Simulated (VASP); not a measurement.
K, 1 atom in the cell. Symmetry: Im-3m, No. 229, cubic system. Conventional cell: a = 5.225 Å, b = 5.225 Å, c = 5.225 Å, α = 90.00°, β = 90.00°, γ = 90.00°. 

- Program: VASP 6.6.1
- Task: single point
- Functional: PBEsol
- Potentials or basis: VASP PAW PBE potentials, release 64 (K_sv)
- Cutoff: 520 eV
- k mesh: 12 × 12 × 12
- Occupations: fermi-dirac, width 0.05 eV
- Spin: no spin polarisation
- Dipole correction: no
- k mesh for the DOS: 18 × 18 × 18
- Occupations for the DOS: tetrahedron
- Further INCAR settings: ALGO = Normal; EDIFF = 1e-07; NBANDS = 10

Potentials or basis: VASP PAW PBE potentials, release 64 (K_sv).

Command:

```bash
$ cat potpaw_PBE.64/K_sv/POTCAR > POTCAR
$ cp INCAR.step1 INCAR
$ cp KPOINTS.step1 KPOINTS
$ mpirun -np 1 vasp_std > vasp.out
$ cp INCAR.step2 INCAR
$ cp KPOINTS.step2 KPOINTS
$ mpirun -np 1 vasp_std > vasp.out
```

Hardware: 1 thread of Intel Xeon 8259CL, on a shared host.

**Question.** How long does it take, and how much memory?

**Answer.** Wall time 2.8 min on 1 thread of Intel Xeon 8259CL, with other jobs on the host, peak memory 0.28 GiB. Counts: k points 195.
